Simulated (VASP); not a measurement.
A run of VASP 6.6.1 is set up as follows.

The input INCAR:

```
PREC     = Accurate       # precision mode
ENCUT    = 600            # plane-wave cutoff, eV
EDIFF    = 1E-6           # SCF threshold, eV
ISMEAR   = 0              # smearing method
SIGMA    = 0.2            # smearing width, eV
LREAL    = False          # projectors in reciprocal space
LASPH    = True           # aspherical terms in the spheres
NELM     = 80             # most SCF steps
ALGO     = Normal         # electronic algorithm
ISIF     = 3              # what is computed and relaxed
LWAVE    = False          # write WAVECAR
LCHARG   = False          # write CHGCAR
GGA      = PE             # functional
IBRION   = 2              # ionic algorithm
NSW      = 36             # ionic steps
EDIFFG   = -0.08          # ionic threshold
```

File KPOINTS:

```
Automatic mesh
0
Gamma
  3 3 3
```

POSCAR

```
SiBr5
1.0
    5.6200000000      0.0000000000      0.0000000000
    0.0000000000      5.6200000000      0.0000000000
    0.0000000000      0.0000000000      5.6200000000
Si Br
1 5
Direct
    0.0000000000      0.0000000000      0.0000000000
    0.7740000000      0.7740000000      0.2260000000
    0.7740000000      0.2260000000      0.7740000000
    0.2260000000      0.7740000000      0.7740000000
    0.2260000000      0.2260000000      0.2260000000
    0.5000000000      0.5000000000      0.5000000000
```

Potentials or basis: VASP PAW PBE potentials, release 64 (Si, Br).

Launch:

```sh
$ cat potpaw_PBE.64/Si/POTCAR potpaw_PBE.64/Br/POTCAR > POTCAR
$ mpirun -np 1 vasp_std > vasp.out
```

(1) Estimate the space group after relaxing (to 0.1 Å).

(2) Estimate the relaxed cell.

(3) What does it give for the band gap on the k mesh?

Results:

(1) P-43m (No. 215).

(2) a = 6.445 Å, b = 6.445 Å, c = 6.445 Å, α = 90.00°, β = 90.00°, γ = 90.00°.

(3) zero (an odd number of electrons rules out a gap without spin polarisation).

Caveat: the k points lie up to 0.32 Å⁻¹ apart in the final cell, too coarse for converged energies and pressures of a metal; an odd number of electrons without spin polarisation forces a metal; a magnetic or distorted state may lie lower.
